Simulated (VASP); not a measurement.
# Pt in VASP: notebook

Runs on Pt. Level: PBEsol. Tasks: single point.

Program: VASP 6.6.1. These are calculated values, not measurements. Logs are shortened: lines on timing, memory, paths and dates and some standing lists are left out, and cuts for length are marked.

### Step 1. The cell of the first run

The cell holds a slab with vacuum, 9 atoms: a = 2.770 Å, b = 2.770 Å, c = 39.671 Å, α = 90.00°, β = 90.00°, γ = 90.00°.

### Step 2. Single point, PBEsol

The input, INCAR:

```
SYSTEM = Pt
  PREC = Accurate
  ENCUT = 520
  EDIFF = 1E-6
  ISMEAR = 1
  SIGMA = 0.1
  LREAL = .False.
  LASPH = .True.
  NELM = 80
  ALGO = Normal
  ISIF = 2
  LWAVE = .False.
  LCHARG = .False.
  LDIPOL = .True.
  IDIPOL = 3
  DIPOL = 0.5 0.5 0.500
  GGA = PS
  NBANDS = 55
```

The input, KPOINTS:

```
regular mesh
0
Gamma
  12 12 1
  0 0 0
```

The input, POSCAR:

```
Pt
1.0
    2.7702307980      0.0000000000      0.0000000000
    0.0000000000      2.7702307980      0.0000000000
    0.0000000000      0.0000000000     39.6707918590
Pt
9
Direct
    0.0000000000      0.0000000000      0.3024895506
    0.5000000000      0.5000000000      0.3518671629
    0.0000000000      0.0000000000      0.4012447753
    0.5000000000      0.5000000000      0.4506223876
    0.0000000000      0.0000000000      0.5000000000
    0.5000000000      0.5000000000      0.5493776124
    0.0000000000      0.0000000000      0.5987552247
    0.5000000000      0.5000000000      0.6481328371
    0.0000000000      0.0000000000      0.6975104494
```

Potentials or basis: VASP PAW PBE potentials, release 64 (Pt).

Launch:

```sh
cat potpaw_PBE.64/Pt/POTCAR > POTCAR
mpirun -np 1 vasp_std > vasp.out
```

OUTCAR:

```text
SYSTEM = Pt
   PREC = Accurate
   ENCUT = 520
   EDIFF = 1E-6
   ISMEAR = 1
   LREAL = .False.
   LASPH = .True.
   NELM = 80
   ISIF = 2
   GGA = PS

 ion  position               nearest neighbor table
   1  0.000  0.000  0.302-   2 2.77   2 2.77   2 2.77   2 2.77
   2  0.500  0.500  0.352-   1 2.77   1 2.77   1 2.77   1 2.77   3 2.77   3 2.77   3 2.77   3 2.77

   3  0.000  0.000  0.401-   4 2.77   4 2.77   4 2.77   4 2.77   2 2.77   2 2.77   2 2.77   2 2.77

   4  0.500  0.500  0.451-   3 2.77   3 2.77   3 2.77   3 2.77   5 2.77   5 2.77   5 2.77   5 2.77

   5  0.000  0.000  0.500-   4 2.77   6 2.77   4 2.77   6 2.77   4 2.77   6 2.77   4 2.77   6 2.77

   6  0.500  0.500  0.549-   7 2.77   7 2.77   7 2.77   7 2.77   5 2.77   5 2.77   5 2.77   5 2.77

   7  0.000  0.000  0.599-   6 2.77   6 2.77   6 2.77   6 2.77   8 2.77   8 2.77   8 2.77   8 2.77

   8  0.500  0.500  0.648-   9 2.77   9 2.77   9 2.77   9 2.77   7 2.77   7 2.77   7 2.77   7 2.77

   9  0.000  0.000  0.698-   8 2.77   8 2.77   8 2.77   8 2.77

  LATTYP: Found a simple tetragonal cell.
 ALAT       =     2.7702307980
 C/A-ratio  =    14.3203923253

  Lattice vectors:

 A1 = (   2.7702307980,   0.0000000000,   0.0000000000)
 A2 = (   0.0000000000,   2.7702307980,   0.0000000000)
 A3 = (   0.0000000000,   0.0000000000,  39.6707918590)

Analysis of symmetry for initial positions (statically):
=====================================================================
 Subroutine PRICEL returns:
 Original cell was already a primitive cell.

 Routine SETGRP: Setting up the symmetry group for a
 simple tetragonal supercell.

 Subroutine GETGRP returns: Found 16 space group operations
 (whereof 16 operations were pure point group operations)
 out of a pool of 16 trial point group operations.

The static configuration has the point symmetry D_4h.

Analysis of symmetry for dynamics (positions and initial velocities):
=====================================================================
 Subroutine PRICEL returns:
 Original cell was already a primitive cell.

 Routine SETGRP: Setting up the symmetry group for a
 simple tetragonal supercell.

 Subroutine GETGRP returns: Found 16 space group operations
 (whereof 16 operations were pure point group operations)
 out of a pool of 16 trial point group operations.

The dynamic configuration has the point symmetry D_4h.

 Subroutine INISYM returns: Found 16 space group operations
 (whereof 16 operations are pure point group operations),
 and found     1 'primitive' translations

----------------------------------------------------------------------------------------

                                     Primitive cell

  volume of cell :     304.4407

  direct lattice vectors                    reciprocal lattice vectors
     2.770230798  0.000000000  0.000000000     0.360980753  0.000000000  0.000000000
     0.000000000  2.770230798  0.000000000     0.000000000  0.360980753  0.000000000
     0.000000000  0.000000000 39.670791859     0.000000000  0.000000000  0.025207463

  length of vectors
     2.770230798  2.770230798 39.670791859     0.360980753  0.360980753  0.025207463

  position of ions in fractional coordinates (direct lattice)
     0.000000000  0.000000000  0.302489551
     0.500000000  0.500000000  0.351867163
     0.000000000  0.000000000  0.401244775
     0.500000000  0.500000000  0.450622388
     0.000000000  0.000000000  0.500000000
     0.500000000  0.500000000  0.549377612
     0.000000000  0.000000000  0.598755225
     0.500000000  0.500000000  0.648132837
     0.000000000  0.000000000  0.697510449

  ion indices of the primitive-cell ions
   primitive index   ion index
                 1           1
                 2           2
                 3           3
                 4           4
                 5           5
                 6           6
                 7           7
                 8           8
                 9           9

----------------------------------------------------------------------------------------

 KPOINTS: regular mesh

Automatic generation of k-mesh.
 Grid dimensions read from file:
 generate k-points for:   12   12    1

 Generating k-lattice:

  Cartesian coordinates                     Fractional coordinates (reciprocal lattice)
     0.030081729  0.000000000  0.000000000     0.083333333  0.000000000  0.000000000
     0.000000000  0.030081729  0.000000000     0.000000000  0.083333333  0.000000000
     0.000000000  0.000000000  0.025207463     0.000000000  0.000000000  1.000000000

  Length of vectors
     0.030081729  0.030081729  0.025207463

  Shift w.r.t. Gamma in fractional coordinates (k-lattice)
     0.000000000  0.000000000  0.000000000

 Subroutine IBZKPT returns following result:
 ===========================================

 Found     28 irreducible k-points:

 Following reciprocal coordinates:
            Coordinates               Weight
  0.000000  0.000000  0.000000      1.000000
  0.083333  0.000000  0.000000      4.000000
  0.166667  0.000000  0.000000      4.000000
  0.250000  0.000000  0.000000      4.000000
  0.333333  0.000000  0.000000      4.000000
  0.416667  0.000000  0.000000      4.000000
[... 16 lines left out ...]
  0.333333  0.333333  0.000000      4.000000
  0.416667  0.333333  0.000000      8.000000
 [... further k-points ...]
   k-points           NKPTS =     28   k-points in BZ     NKDIM =     28   number of bands    NBANDS=     55
   number of dos      NEDOS =    301   number of ions     NIONS =      9
   total plane-waves  NPLWV = 172800
   dimension x,y,z NGX =    24 NGY =   24 NGZ =  300
   dimension x,y,z NGXF=    48 NGYF=   48 NGZF=  600
   ions per type =               9
   NGX,Y,Z   is equivalent  to a cutoff of  14.40, 14.40, 12.57 a.u.
   NGXF,Y,Z  is equivalent  to a cutoff of  28.81, 28.81, 25.14 a.u.
 SYSTEM =  Pt
   PREC   = accura    normal or accurate (medium, high low for compatibility)
   ISTART =      0    job   : 0-new  1-cont  2-samecut
   ICHARG =      2    charge: 1-file 2-atom 10-const
   ISPIN  =      1    spin polarized calculation?
   LNONCOLLINEAR =      F non collinear calculations
   LSORBIT =      F    spin-orbit coupling
   LASPH  =      T    aspherical Exc in radial PAW
   ENCUT  =  520.0 eV  38.22 Ry    6.18 a.u.   5.15  5.15 73.76*2*pi/ulx,y,z
   NELM   =     80;   NELMIN=  2; NELMDL= -5     # of ELM steps
   EDIFF  = 0.1E-05   stopping-criterion for ELM
   LREAL  =      F    real-space projection
   EDIFFG = 0.1E-04   stopping-criterion for IOM
   NSW    =      0    number of steps for IOM
   IBRION =     -1    ionic relax: 0-MD 1-quasi-New 2-CG
   NFREE  =      0    steps in history (QN), initial steepest desc. (CG)
   ISIF   =      2    stress and relaxation
   ISYM   =      2    0-nonsym 1-usesym 2-fastsym
   POTIM  = 0.5000    time-step for ionic-motion
   TEBEG  =    0.0;   TEEND  =   0.0 temperature during run
   PSTRESS=    0.0 pullay stress
   NELECT =      90.0000    total number of electrons
   NUPDOWN=      -1.0000    fix difference up-down
   EMIN   =  10.00;   EMAX   =-10.00  energy-range for DOS
   EFERMI =   0.00;   METHOD = LEGACY
   ISMEAR =     1;   SIGMA  =   0.10  broadening in eV -4-tet -1-fermi 0-gaus
   EFERMI_NEDOS =   21; number of points for ismear=-14 and -15
   IALGO  =     38    algorithm
   IMIX   =      4    mixing-type and parameters
     AMIX     =   0.40;   BMIX     =  1.00
     AMIX_MAG =   1.60;   BMIX_MAG =  1.00
  volume/ion in A,a.u.               =      33.83       228.27
  Fermi-wavevector in a.u.,A,eV,Ry     =   1.090573  2.060884 16.182082  1.189349
  Thomas-Fermi vector in A             =   2.226800
   LORBIT       =      0    0 simple, 1 ext, 2 COOP (PROOUT), +10 PAW based schemes
   GGA     = PS    functional components
   LHFCALC =     F    Hartree Fock is set to
   AEXX    =    0.0000 exact exchange contribution
   IVDW    =     0    specifies the selected vdW correction
   LEPSILON=     F    determine dielectric tensor
   LRPA    =     F    only Hartree local field effects (RPA)
 non-spin polarized calculation
 Methfessel and Paxton  Order N= 1 SIGMA  =   0.10
  energy-cutoff  :      520.00
  volume of cell :      304.44
 maximum number of plane-waves:      8252
 NGX is ok and might be reduce to    24
   NGX = 11   NGY = 11   NGZ =147

 dipolmoment           0.000000      0.000000      0.000000 electrons x Angstroem

 number of electron      89.9999993 magnetization

 dipolmoment           0.000000      0.000000     -0.000000 electrons x Angstroem

 Free energy of the ion-electron system (eV)
  ---------------------------------------------------
  ext. energy  EPLUGINS =         0.00000000
  ---------------------------------------------------
  free energy    TOTEN  =       -60.50452946 eV

  energy without entropy =      -60.49456902  energy(sigma->0) =      -60.50120932

 E-fermi :   1.6814     XC(G=0):  -6.5663

 val. band max:        1.6799568921   @ k =   0.0833   0.0833   0.0000
 cond. band min:       1.6861673207   @ k =   0.5000   0.1667   0.0000
 fundamental gap:      0.0062104286
 Fermi energy:         1.6814481811

 k-point     1 :       0.0000    0.0000    0.0000
  band No.  band energies     occupation
      1      -8.4891      2.00000
      2      -8.0111      2.00000
      3      -7.2724      2.00000
      4      -6.3878      2.00000
      5      -5.5921      2.00000
      6      -5.3875      2.00000
[... 47 lines left out ...]
     54       3.0133     -0.00000
     55       3.5067     -0.00000

 k-point     2 :       0.0833    0.0000    0.0000
  band No.  band energies     occupation
      1      -8.3054      2.00000
      2      -7.8372      2.00000
      3      -7.1136      2.00000
      4      -6.2456      2.00000
      5      -5.4572      2.00000
      6      -5.2547      2.00000
[... 1268 lines left out ...]
 k-point    24 :       0.4167    0.3333    0.0000
  band No.  band energies     occupation
      1      -5.0275      2.00000
      2      -4.7746      2.00000
      3      -4.7116      2.00000
      4      -4.6167      2.00000
      5      -4.4786      2.00000
      6      -4.3656      2.00000
[... 47 lines left out ...]
     54       7.1388      0.00000
     55       7.9617      0.00000

 [... further k-points ...]

------------------------ aborting loop because EDIFF is reached ----------------------------------------

 vacuum level on the upper side and lower side of the slab       (xc-potential included)        -0.006        -0.006

  FORCE on cell =-STRESS in cart. coord.  units (eV):
  Direction    XX          YY          ZZ          XY          YZ          ZX
  --------------------------------------------------------------------------------------
  -------------------------------------------------------------------------------------
  Total       -5.3821843     -5.3821843     -2.1018463      0.0000000      0.0000000     -0.0000000
  in kB      -28.3247688    -28.3247688    -11.0613658      0.0000000      0.0000000     -0.0000000
  external PRESSURE =     -22.5703011 kB  Pullay stress =       0.0000000 kB

 VOLUME and BASIS-vectors are now :
 -----------------------------------------------------------------------------
  energy-cutoff  :      520.00
  volume of cell :      304.44
      direct lattice vectors                 reciprocal lattice vectors
     2.770230798  0.000000000  0.000000000     0.360980753  0.000000000  0.000000000
     0.000000000  2.770230798  0.000000000     0.000000000  0.360980753  0.000000000
     0.000000000  0.000000000 39.670791859     0.000000000  0.000000000  0.025207463

 POSITION                                       TOTAL-FORCE (eV/Angst)
 -----------------------------------------------------------------------------------
      0.00000      0.00000     12.00000         0.000000     -0.000000      0.395890
      1.38512      1.38512     13.95885        -0.000000     -0.000000     -0.264676
      0.00000      0.00000     15.91770        -0.000000      0.000000     -0.112928
      1.38512      1.38512     17.87655         0.000000      0.000000     -0.053323
      0.00000      0.00000     19.83540         0.000000     -0.000000     -0.000000
      1.38512      1.38512     21.79424        -0.000000      0.000000      0.053323
      0.00000      0.00000     23.75309         0.000000     -0.000000      0.112928
      1.38512      1.38512     25.71194         0.000000     -0.000000      0.264676
      0.00000      0.00000     27.67079        -0.000000     -0.000000     -0.395890
 -----------------------------------------------------------------------------------
    total drift:                                0.000000     -0.000000      0.000000

  FREE ENERGIE OF THE ION-ELECTRON SYSTEM (eV)
  ---------------------------------------------------
  free  energy   TOTEN  =       -60.5045294618 eV

  energy  without entropy=      -60.4945690232  energy(sigma->0) =      -60.50120932

 vacuum level on the upper side and lower side of the slab         7.520         7.520
```

Wall time 37 min (1 thread of AMD EPYC 7R43 (Zen 3), shared host); peak memory 0.54 GiB.

Results:

- Free energy: -60.5045 eV
- Largest force: 0.396 eV/Å
- Band gap on the k mesh: zero (bands 45 and 46 overlap by 1.60 eV)

Forces in eV/Å, atoms in the order of the input:
```
Pt   0.000  0.000  0.396
Pt   0.000  0.000 -0.265
Pt   0.000  0.000 -0.113
Pt   0.000  0.000 -0.053
Pt   0.000  0.000  0.000
Pt   0.000  0.000  0.053
Pt   0.000  0.000  0.113
Pt   0.000  0.000  0.265
Pt   0.000  0.000 -0.396
```

Levels at points of the mesh, in eV from the Fermi level:
| k point | band 43 | band 44 | band 45 | band 46 | band 47 | band 48 |
| --- | --- | --- | --- | --- | --- | --- |
| (0.00, 0.00, 0.00) | -0.40 | -0.40 | -0.37 | -0.12 | -0.03 | 0.11 |
| (0.50, 0.00, 0.00) | -0.08 | -0.04 | 0.02 | 0.05 | 0.68 | 1.04 |
| (0.50, 0.50, 0.00) | 0.51 | 1.10 | 1.10 | 2.34 | 2.34 | 3.66 |

Caveat: the PAW data sets were made with another functional, which shifts forces and pressure a little; spin-orbit coupling is left out, which moves the levels of the heavy elements.

### Step 3. Single point, PBEsol

This run uses another cell than the first one: it holds 11 atoms, not 9.

The input, INCAR:

```
PREC     = Accurate       # precision mode
ENCUT    = 520            # plane-wave cutoff, eV
EDIFF    = 1E-6           # SCF threshold, eV
ISMEAR   = 1              # smearing method
SIGMA    = 0.1            # smearing width, eV
LREAL    = False          # projectors in reciprocal space
LASPH    = True           # aspherical terms in the spheres
NELM     = 60             # most SCF steps
ALGO     = Normal         # electronic algorithm
ISIF     = 2              # what is computed and relaxed
LWAVE    = False          # write WAVECAR
LCHARG   = False          # write CHGCAR
LDIPOL   = True         
IDIPOL   = 3            
DIPOL    = 0.5 0.5 0.500
GGA      = PS             # functional
NBANDS   = 66             # bands
```

The input, KPOINTS:

```
Automatic mesh
0
Gamma
  12 12 1
```

The input, POSCAR:

```
Pt
1.0
    2.7702307980      0.0000000000      0.0000000000
    0.0000000000      2.7702307980      0.0000000000
    0.0000000000      0.0000000000     35.5884898240
Pt
11
Direct
    0.0000000000      0.0000000000      0.2247917807
    0.5000000000      0.5000000000      0.2798334246
    0.0000000000      0.0000000000      0.3348750684
    0.5000000000      0.5000000000      0.3899167123
    0.0000000000      0.0000000000      0.4449583561
    0.5000000000      0.5000000000      0.5000000000
    0.0000000000      0.0000000000      0.5550416439
    0.5000000000      0.5000000000      0.6100832877
    0.0000000000      0.0000000000      0.6651249316
    0.5000000000      0.5000000000      0.7201665754
    0.0000000000      0.0000000000      0.7752082193
```

Potentials or basis: VASP PAW PBE potentials, release 64 (Pt).

Launch:

```sh
cat potpaw_PBE.64/Pt/POTCAR > POTCAR
mpirun -np 1 vasp_std > vasp.out
```

It took 36 min on 1 thread of Intel Xeon 8259CL, shared host; peak memory 0.62 GiB.

Results (log left out):

| Quantity | Value |
| --- | --- |
| Free energy | -74.4522 eV |
| Largest force | 0.409 eV/Å |
| Band gap on the k mesh | zero (bands 55 and 56 overlap by 1.68 eV) |

Forces on the atoms (eV/Å):
```
Pt   0.000  0.000  0.409
Pt   0.000  0.000 -0.260
Pt   0.000  0.000 -0.093
Pt   0.000  0.000 -0.050
Pt   0.000  0.000 -0.039
Pt   0.000  0.000  0.000
Pt   0.000  0.000  0.039
Pt   0.000  0.000  0.050
Pt   0.000  0.000  0.093
Pt   0.000  0.000  0.260
Pt   0.000  0.000 -0.409
```

Levels at points of the mesh, in eV from the Fermi level:
| k point | band 53 | band 54 | band 55 | band 56 | band 57 | band 58 |
| --- | --- | --- | --- | --- | --- | --- |
| (0.00, 0.00, 0.00) | -0.70 | -0.46 | -0.25 | -0.17 | -0.17 | -0.06 |
| (0.50, 0.00, 0.00) | -0.07 | -0.04 | -0.02 | 0.05 | 0.52 | 0.84 |
| (0.50, 0.50, 0.00) | 0.51 | 1.10 | 1.10 | 2.20 | 2.20 | 3.25 |

Caveat: the PAW data sets were made with another functional, which shifts forces and pressure a little; spin-orbit coupling is left out, which moves the levels of the heavy elements.
